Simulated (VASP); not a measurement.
# AlN (ref) (P6_3mc) in VASP: notebook

The runs below take AlN (ref) through single point, relaxation of cell and atoms, with r2SCAN.

All numbers are computed with VASP 6.6.1; they aren't measurements. Logs are shortened: lines on timing, memory, paths and dates and some standing lists are left out, and cuts for length are marked.

## Step 1: The cell of the first run

Symmetry: P6_3mc, No. 186, hexagonal system. The conventional cell has a = 3.106 Å, b = 3.106 Å, c = 4.978 Å, α = 90.00°, β = 90.00°, γ = 120.00°. Within 2.4 Å of Al (site symmetry 3m) lie 4 N at 1.80 to 2.34 Å. N (site symmetry 3m) has 4 Al at 1.80 to 2.34 Å within 2.4 Å.

## Step 2: Single point, r2SCAN

File POSCAR:

```
AlN
1.0
    3.1064902802      0.0000000000      0.0000000000
   -1.5532451401      2.6902994992      0.0000000000
    0.0000000000      0.0000000000      4.9780207988
Al N
2 2
Direct
    0.3333333333      0.6666666667     -0.0442059500
    0.6666666667      0.3333333333      0.4557940500
    0.3333333333      0.6666666667      0.4262059500
    0.6666666667      0.3333333333      0.9262059500
```

File INCAR.step1:

```
PREC = Accurate ; ENCUT = 520
ISMEAR = 0 ; SIGMA = 0.01
LREAL = False ; LASPH = True
NELM = 80 ; NBANDS = 16
GGA = PE ; ALGO = Normal
EDIFF = 1E-4 ; LWAVE = True
LCHARG = False
```

File INCAR.step2:

```
PREC = Accurate ; ENCUT = 520
EDIFF = 1E-6 ; ISMEAR = 0
SIGMA = 0.01 ; LREAL = False
LASPH = True ; NELM = 80
ALGO = Normal ; ISIF = 2
LWAVE = False ; LCHARG = False
METAGGA = R2SCAN ; LMIXTAU = True
NBANDS = 16 ; ISTART = 1
```

File KPOINTS:

```
Automatic mesh
0
Gamma
  12 12 6
```

Potentials or basis: VASP PAW PBE potentials, release 64 (Al, N).

Started as:

```
cat potpaw_PBE.64/Al/POTCAR potpaw_PBE.64/N/POTCAR > POTCAR
cp INCAR.step1 INCAR
mpirun -np 1 vasp_std > vasp.out
cp INCAR.step2 INCAR
mpirun -np 1 vasp_std > vasp.out
```

OUTCAR:

```text
PREC = Accurate
   ENCUT = 520
   EDIFF = 1E-6
   ISMEAR = 0
   LREAL = False
   LASPH = True
   NELM = 80
   ISIF = 2
   METAGGA = R2SCAN
   ISTART = 1

 ion  position               nearest neighbor table
   1  0.333  0.667  0.956-   4 1.80   4 1.80   4 1.80   3 2.34   2 3.07   2 3.07   2 3.07   2 3.07
                             2 3.07   2 3.07
   2  0.667  0.333  0.456-   3 1.80   3 1.80   3 1.80   4 2.34   1 3.07   1 3.07   1 3.07   1 3.07
                             1 3.07   1 3.07
   3  0.333  0.667  0.426-   2 1.80   2 1.80   2 1.80   1 2.34
   4  0.667  0.333  0.926-   1 1.80   1 1.80   1 1.80   2 2.34

  LATTYP: Found a hexagonal cell.
 ALAT       =     3.1064902802
 C/A-ratio  =     1.6024581923

  Lattice vectors:

 A1 = (   3.1064902802,   0.0000000000,   0.0000000000)
 A2 = (  -1.5532451401,   2.6902994992,   0.0000000000)
 A3 = (   0.0000000000,   0.0000000000,   4.9780207988)

Analysis of symmetry for initial positions (statically):
=====================================================================
 Subroutine PRICEL returns:
 Original cell was already a primitive cell.

 Routine SETGRP: Setting up the symmetry group for a
 hexagonal supercell.

 Subroutine GETGRP returns: Found 12 space group operations
 (whereof  6 operations were pure point group operations)
 out of a pool of 24 trial point group operations.

The static configuration has the point symmetry C_3v.
 The point group associated with its full space group is C_6v.

Analysis of symmetry for dynamics (positions and initial velocities):
=====================================================================
 Subroutine PRICEL returns:
 Original cell was already a primitive cell.

 Routine SETGRP: Setting up the symmetry group for a
 hexagonal supercell.

 Subroutine GETGRP returns: Found 12 space group operations
 (whereof  6 operations were pure point group operations)
 out of a pool of 24 trial point group operations.

The dynamic configuration has the point symmetry C_3v.
 The point group associated with its full space group is C_6v.

 Subroutine INISYM returns: Found 12 space group operations
 (whereof  6 operations are pure point group operations),
 and found     1 'primitive' translations

----------------------------------------------------------------------------------------

                                     Primitive cell

  volume of cell :      41.6033

  direct lattice vectors                    reciprocal lattice vectors
     3.106490280  0.000000000  0.000000000     0.321906689  0.185852913  0.000000000
    -1.553245140  2.690299499  0.000000000     0.000000000  0.371705827  0.000000000
     0.000000000  0.000000000  4.978020799     0.000000000  0.000000000  0.200883050

  length of vectors
     3.106490280  3.106490280  4.978020799     0.371705827  0.371705827  0.200883050

  position of ions in fractional coordinates (direct lattice)
     0.333333333  0.666666667  0.955794050
     0.666666667  0.333333333  0.455794050
     0.333333333  0.666666667  0.426205950
     0.666666667  0.333333333  0.926205950

  ion indices of the primitive-cell ions
   primitive index   ion index
                 1           1
                 2           2
                 3           3
                 4           4

----------------------------------------------------------------------------------------

 KPOINTS: Automatic mesh

Automatic generation of k-mesh.
 Grid dimensions read from file:
 generate k-points for:   12   12    6

 Generating k-lattice:

  Cartesian coordinates                     Fractional coordinates (reciprocal lattice)
     0.026825557  0.015487743  0.000000000     0.083333333  0.000000000  0.000000000
     0.000000000  0.030975486  0.000000000     0.000000000  0.083333333  0.000000000
     0.000000000  0.000000000  0.033480508     0.000000000  0.000000000  0.166666667

  Length of vectors
     0.030975486  0.030975486  0.033480508

  Shift w.r.t. Gamma in fractional coordinates (k-lattice)
     0.000000000  0.000000000  0.000000000

 Subroutine IBZKPT returns following result:
 ===========================================

 Found     76 irreducible k-points:

 Following reciprocal coordinates:
            Coordinates               Weight
  0.000000  0.000000  0.000000      1.000000
  0.083333  0.000000  0.000000      6.000000
  0.166667  0.000000  0.000000      6.000000
  0.250000  0.000000  0.000000      6.000000
  0.333333  0.000000  0.000000      6.000000
  0.416667 -0.000000  0.000000      6.000000
[... 16 lines left out ...]
  0.250000  0.000000  0.166667     12.000000
  0.333333  0.000000  0.166667     12.000000
 [... further k-points ...]
   k-points           NKPTS =     76   k-points in BZ     NKDIM =     76   number of bands    NBANDS=     16
   number of dos      NEDOS =    301   number of ions     NIONS =      4
   total plane-waves  NPLWV =  23040
   dimension x,y,z NGX =    24 NGY =   24 NGZ =   40
   dimension x,y,z NGXF=    48 NGYF=   48 NGZF=   80
   ions per type =               2   2
   NGX,Y,Z   is equivalent  to a cutoff of  12.84, 12.84, 13.36 a.u.
   NGXF,Y,Z  is equivalent  to a cutoff of  25.69, 25.69, 26.72 a.u.
 SYSTEM =  unknown system
   PREC   = accura    normal or accurate (medium, high low for compatibility)
   ISTART =      1    job   : 0-new  1-cont  2-samecut
   ICHARG =      0    charge: 1-file 2-atom 10-const
   ISPIN  =      1    spin polarized calculation?
   LNONCOLLINEAR =      F non collinear calculations
   LSORBIT =      F    spin-orbit coupling
   LASPH  =      T    aspherical Exc in radial PAW
   ENCUT  =  520.0 eV  38.22 Ry    6.18 a.u.   5.78  5.78  9.26*2*pi/ulx,y,z
   NELM   =     80;   NELMIN=  2; NELMDL=  0     # of ELM steps
   EDIFF  = 0.1E-05   stopping-criterion for ELM
   LREAL  =      F    real-space projection
   EDIFFG = 0.1E-04   stopping-criterion for IOM
   NSW    =      0    number of steps for IOM
   IBRION =     -1    ionic relax: 0-MD 1-quasi-New 2-CG
   NFREE  =      0    steps in history (QN), initial steepest desc. (CG)
   ISIF   =      2    stress and relaxation
   ISYM   =      2    0-nonsym 1-usesym 2-fastsym
   POTIM  = 0.5000    time-step for ionic-motion
   TEBEG  =    0.0;   TEEND  =   0.0 temperature during run
   PSTRESS=    0.0 pullay stress
   NELECT =      16.0000    total number of electrons
   NUPDOWN=      -1.0000    fix difference up-down
   EMIN   =  10.00;   EMAX   =-10.00  energy-range for DOS
   EFERMI =   0.00;   METHOD = LEGACY
   ISMEAR =     0;   SIGMA  =   0.01  broadening in eV -4-tet -1-fermi 0-gaus
   EFERMI_NEDOS =   21; number of points for ismear=-14 and -15
   IALGO  =     38    algorithm
   IMIX   =      4    mixing-type and parameters
     AMIX     =   0.40;   BMIX     =  1.00
     AMIX_MAG =   1.60;   BMIX_MAG =  1.00
  volume/ion in A,a.u.               =      10.40        70.19
  Fermi-wavevector in a.u.,A,eV,Ry     =   1.190526  2.249769 19.284261  1.417353
  Thomas-Fermi vector in A             =   2.326609
   LORBIT       =      0    0 simple, 1 ext, 2 COOP (PROOUT), +10 PAW based schemes
   METAGGA = R2SCAN    functional components
   LHFCALC =     F    Hartree Fock is set to
   AEXX    =    0.0000 exact exchange contribution
   IVDW    =     0    specifies the selected vdW correction
   LEPSILON=     F    determine dielectric tensor
   LRPA    =     F    only Hartree local field effects (RPA)
 non-spin polarized calculation
 Gauss-broadening in eV      SIGMA  =   0.01
  energy-cutoff  :      520.00
  volume of cell :       41.60
 maximum number of plane-waves:      1140
 NGX is ok and might be reduce to    24
   NGX = 11   NGY = 11   NGZ = 19

 number of electron      15.9999998 magnetization

 Free energy of the ion-electron system (eV)
  ---------------------------------------------------
  ext. energy  EPLUGINS =         0.00000000
  ---------------------------------------------------
  free energy    TOTEN  =       -37.46820130 eV

  energy without entropy =      -37.46820130  energy(sigma->0) =      -37.46820130

 E-fermi :   7.1601     XC(G=0): -11.4256

 val. band max:        7.0941120190   @ k =   0.0000   0.0000   0.0000
 cond. band min:      10.5925393550   @ k =   0.0000   0.0000   0.0000
 fundamental gap:      3.4984273361
 Fermi energy:         7.1601480041

 k-point     1 :       0.0000    0.0000    0.0000
  band No.  band energies     occupation
      1     -10.1166      2.00000
      2      -8.0436      2.00000
      3       0.2093      2.00000
      4       4.5060      2.00000
      5       4.5060      2.00000
      6       5.1683      2.00000
[... 8 lines left out ...]
     15      19.5938      0.00000
     16      19.5938      0.00000

 k-point     2 :       0.0833    0.0000    0.0000
  band No.  band energies     occupation
      1     -10.0268      2.00000
      2      -7.9908      2.00000
      3       0.3182      2.00000
      4       4.1436      2.00000
      5       4.4061      2.00000
      6       4.8119      2.00000
[... 8 lines left out ...]
     15      19.8410      0.00000
     16      19.8890      0.00000

 k-point     3 :       0.1667    0.0000    0.0000
  band No.  band energies     occupation
      1      -9.7659      2.00000
      2      -7.8469      2.00000
      3       0.6403      2.00000
      4       3.2322      2.00000
      5       4.0050      2.00000
      6       4.1670      2.00000
[... 8 lines left out ...]
     15      18.9051      0.00000
     16      20.0749      0.00000

 k-point     4 :       0.2500    0.0000    0.0000
  band No.  band energies     occupation
      1      -9.3619      2.00000
      2      -7.6564      2.00000
      3       1.1591      2.00000
      4       2.1300      2.00000
      5       3.0832      2.00000
      6       3.8875      2.00000
[... 8 lines left out ...]
     15      19.2191      0.00000
     16      20.0223      0.00000
[... 324 lines left out ...]
 k-point    22 :       0.1667    0.0000    0.1667
  band No.  band energies     occupation
      1      -9.6655      2.00000
      2      -8.0184      2.00000
      3       0.9384      2.00000
      4       3.3330      2.00000
      5       3.8671      2.00000
      6       4.2236      2.00000
[... 8 lines left out ...]
     15      18.7974      0.00000
     16      19.9118      0.00000

 k-point    23 :       0.2500    0.0000    0.1667
  band No.  band energies     occupation
      1      -9.2690      2.00000
      2      -7.8008      2.00000
      3       1.2177      2.00000
      4       2.3913      2.00000
      5       2.9762      2.00000
      6       3.9533      2.00000
[... 8 lines left out ...]
     15      19.2434      0.00000
     16      20.1752      0.00000

 k-point    24 :       0.3333    0.0000    0.1667
  band No.  band energies     occupation
      1      -8.7900      2.00000
      2      -7.6017      2.00000
      3       0.8989      2.00000
      4       1.8751      2.00000
      5       2.5820      2.00000
      6       3.7143      2.00000
[... 8 lines left out ...]
     15      18.8132      0.00000
     16      21.2211      0.00000

 [... further k-points ...]
[... 5 lines left out ...]
  --------------------------------------------------------------------------------------
  -------------------------------------------------------------------------------------
  Total        4.4474882      4.4474882     -3.1031106      0.0000000      0.0000000      0.0000000
  in kB      171.2766068    171.2766068   -119.5034646      0.0000000      0.0000000      0.0000000
  external PRESSURE =      74.3499163 kB  Pullay stress =       0.0000000 kB

 VOLUME and BASIS-vectors are now :
 -----------------------------------------------------------------------------
  energy-cutoff  :      520.00
  volume of cell :       41.60
      direct lattice vectors                 reciprocal lattice vectors
     3.106490280  0.000000000  0.000000000     0.321906689  0.185852913  0.000000000
    -1.553245140  2.690299499  0.000000000     0.000000000  0.371705827  0.000000000
     0.000000000  0.000000000  4.978020799     0.000000000  0.000000000  0.200883050

 POSITION                                       TOTAL-FORCE (eV/Angst)
 -----------------------------------------------------------------------------------
     -0.00000      1.79353      4.75796         0.000000     -0.000000      0.895236
      1.55325      0.89677      2.26895         0.000000      0.000000      0.895236
     -0.00000      1.79353      2.12166         0.000000      0.000000     -0.895236
      1.55325      0.89677      4.61067        -0.000000      0.000000     -0.895236
 -----------------------------------------------------------------------------------
    total drift:                               -0.000000      0.000000      0.007894

  FREE ENERGIE OF THE ION-ELECTRON SYSTEM (eV)
  ---------------------------------------------------
  free  energy   TOTEN  =       -37.4682013009 eV

  energy  without entropy=      -37.4682013009  energy(sigma->0) =      -37.46820130
```

It took 2.7 min on 1 thread of AMD EPYC 7R43 (Zen 3), shared host; peak memory 0.15 GiB.

Results:

- Free energy: -37.4682 eV
- Pressure: 7.4 GPa
- Largest force: 0.895 eV/Å
- Band gap on the k mesh: 3.50 eV, direct

Forces in eV/Å, atoms in the order of the input:
```
Al   0.000  0.000  0.895
Al   0.000  0.000  0.895
N    0.000  0.000 -0.895
N    0.000  0.000 -0.895
```

Stress tensor (GPa, compression positive):
```
 17.13   0.00   0.00
  0.00  17.13   0.00
  0.00   0.00 -11.95
```

Levels at points of the mesh, in eV from the valence-band top:
```tsv
k point	band 6	band 7	band 8	band 9	band 10	band 11
(0.00, 0.00, 0.00)	-1.93	-1.93	0.00	3.50	6.60	10.80
(0.50, 0.00, 0.00)	-3.67	-2.29	-2.26	5.71	6.16	6.97
(0.00, 0.00, 0.50)	-2.27	-2.27	-2.27	6.44	6.44	10.10
(0.50, 0.00, 0.50)	-3.05	-2.05	-2.05	5.11	5.11	8.23
```

Caveat: the PAW data sets were made with another functional, which shifts forces and pressure a little.

## Step 3: Relaxation of cell and atoms, r2SCAN

This run uses another cell than the first one, of 10.45 Å³/atom, 1.004 times its volume.

File POSCAR:

```
AlN
1.0
    3.1120000000      0.0000000000      0.0000000000
   -1.5560000000      2.6950710566      0.0000000000
    0.0000000000      0.0000000000      4.9820000000
Al N
2 2
Direct
    0.3333333333      0.6666666667      0.0000000000
    0.6666666667      0.3333333333      0.5000000000
    0.3333333333      0.6666666667      0.3820000000
    0.6666666667      0.3333333333      0.8820000000
```

File INCAR.step1:

```
ALGO     = Normal         # electronic algorithm
EDIFF    = 1E-4           # SCF threshold, eV
ENCUT    = 600            # plane-wave cutoff, eV
GGA      = PE             # functional
ISMEAR   = 0              # smearing method
LASPH    = True           # aspherical terms in the spheres
LCHARG   = False          # write CHGCAR
LREAL    = False          # projectors in reciprocal space
LWAVE    = True           # write WAVECAR
NELM     = 80             # most SCF steps
PREC     = Accurate       # precision mode
SIGMA    = 0.02           # smearing width, eV
```

File INCAR.step2:

```
ALGO     = Normal         # electronic algorithm
EDIFF    = 1E-7           # SCF threshold, eV
EDIFFG   = -0.002         # ionic threshold
ENCUT    = 600            # plane-wave cutoff, eV
IBRION   = 2              # ionic algorithm
ISIF     = 3              # what is computed and relaxed
ISMEAR   = 0              # smearing method
ISTART   = 1            
LASPH    = True           # aspherical terms in the spheres
LCHARG   = False          # write CHGCAR
LMIXTAU  = True         
LREAL    = False          # projectors in reciprocal space
LWAVE    = False          # write WAVECAR
METAGGA  = R2SCAN         # meta-GGA
NELM     = 80             # most SCF steps
NSW      = 100            # ionic steps
PREC     = Accurate       # precision mode
SIGMA    = 0.02           # smearing width, eV
```

File KPOINTS:

```
k-points
0
Gamma
  12 12 6
```

Potentials or basis: VASP PAW PBE potentials, release 64 (Al, N).

Started as:

```
cat potpaw_PBE.64/Al/POTCAR potpaw_PBE.64/N/POTCAR > POTCAR
cp INCAR.step1 INCAR
mpirun -np 1 vasp_std > vasp.out
cp INCAR.step2 INCAR
mpirun -np 1 vasp_std > vasp.out
```

Run time: 18 min. Hardware: 1 thread of AMD EPYC 7R43 (Zen 3), shared host; peak memory 0.18 GiB.

The run converged. Its results:

```yaml
Free_energy: -38.4558 eV
Relaxed_volume: 10.39 Å³/atom
Relaxed_cell: a = 3.105 Å, b = 3.105 Å, c = 4.976 Å, α = 90.00°, β = 90.00°, γ = 120.00°
Space_group_after_relaxing_to_0.05_Å: P6_3mc (No. 186)
Energy_gained_by_relaxing: 0.2 meV/atom
Ionic_steps: 9
Pressure_after_relaxing: 0.0 GPa
Band_gap_on_the_k_mesh: 4.93 eV, direct
```

The path:
```tsv
step	energy change (eV)	largest force (eV/Å)	pressure (GPa)	volume (Å³)
1	0.0000	0.0141	-1.20	41.78
2	0.0001	0.0004	1.22	41.31
3	-0.0009	0.0074	-0.05	41.56
4	-0.0009	0.0071	0.01	41.55
5	-0.0009	0.0018	0.00	41.55
6	-0.0009	0.0007	0.00	41.55
7	-0.0009	0.0019	0.00	41.55
8	-0.0009	0.0017	0.00	41.55
9	-0.0009	0.0000	0.00	41.55
```

Final structure:
```
CELL_PARAMETERS angstrom
3.10523 0.00000 0.00000
-1.55261 2.68920 0.00000
0.00000 0.00000 4.97572
ATOMIC_POSITIONS crystal
Al 0.33333 0.66667 0.00017
Al 0.66667 0.33333 0.50017
N 0.33333 0.66667 0.38183
N 0.66667 0.33333 0.88183
```

Levels at points of the mesh, in eV from the valence-band top:
```tsv
k point	band 6	band 7	band 8	band 9	band 10	band 11
(0.00, 0.00, 0.00)	-0.23	-0.23	0.00	4.93	7.55	11.63
(0.50, 0.00, 0.00)	-2.14	-1.77	-0.71	6.45	6.57	9.06
(0.00, 0.00, 0.50)	-0.57	-0.57	-0.57	7.27	7.27	11.33
(0.50, 0.00, 0.50)	-1.50	-1.39	-1.39	6.00	6.00	10.16
```

Caveat: the PAW data sets were made with another functional, which shifts forces and pressure a little. A k mesh can miss the band edges.
